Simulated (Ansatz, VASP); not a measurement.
## Two plane-wave programs on Sr

```
CELL_PARAMETERS angstrom
0.00000 3.01914 3.01914
3.01914 0.00000 3.01914
3.01914 3.01914 0.00000
ATOMIC_POSITIONS crystal
Sr 0.00000 0.00000 0.00000
```

Alike in both runs: functional PBE; k mesh 12 × 12 × 12; occupations fermi-dirac, width 0.08 eV; no spin polarisation.

Ansatz relaxed the structure, and its values are those at the end. VASP's run is a single point on that final structure, the one shown.

|  | VASP | Ansatz |
| --- | --- | --- |
| version | VASP 6.6.1 | Ansatz 0.2.0 |
| potentials or method | VASP PAW PBE potentials, release 64 (Sr_sv) | PAW with Ansatz's default frozen-core files, scalar-relativistic |
| plane-wave cutoff (eV) | 520 | 420 |
| valence electrons in the cell | 10 | 10 |

```tsv
	VASP	Ansatz	Ansatz less VASP
pressure (GPa)	0.0	0.0	-0.01
```
